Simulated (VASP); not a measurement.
# CsBr: single point with PBEsol

The system is CsBr.

```
Cs Br
1.0
     4.24697    0.00000    0.00000
     0.00000    4.24697    0.00000
     0.00000    0.00000    4.24697
Cs Br
1 1
Direct
  0.00000 0.00000 0.00000
  0.50000 0.50000 0.50000
```

```json
{
  "Program": "VASP 6.6.1",
  "Task": "single point",
  "Functional": "PBEsol",
  "Potentials or basis": "VASP PAW PBE potentials, release 64 (Cs_sv, Br)",
  "Cutoff": "500 eV",
  "k mesh": "3 × 3 × 3",
  "Occupations": "gaussian, width 0.01 eV",
  "Spin": "no spin polarisation"
}
```

- Pressure: 0.1 GPa
- Band gap on the k mesh: 4.42 eV, direct

Levels at points of the mesh, in eV from the valence-band top:
| k point | band 5 | band 6 | band 7 | band 8 | band 9 | band 10 | band 11 | band 12 |
| --- | --- | --- | --- | --- | --- | --- | --- | --- |
| (0.00, 0.00, 0.00) | -6.30 | 0.00 | 0.00 | 0.00 | 4.42 | 4.75 | 4.75 | 9.17 |

Run time: 14 s on 1 thread of Intel Xeon 8259CL, on a shared host, peak memory 0.17 GiB.

Caveat: the k points lie up to 0.49 Å⁻¹ apart; the PAW data sets were made with another functional, which shifts forces and pressure a little; spin-orbit coupling is left out, which moves the levels of the heavy elements. A hybrid or GW would open this gap; PBEsol tends to underestimate it.
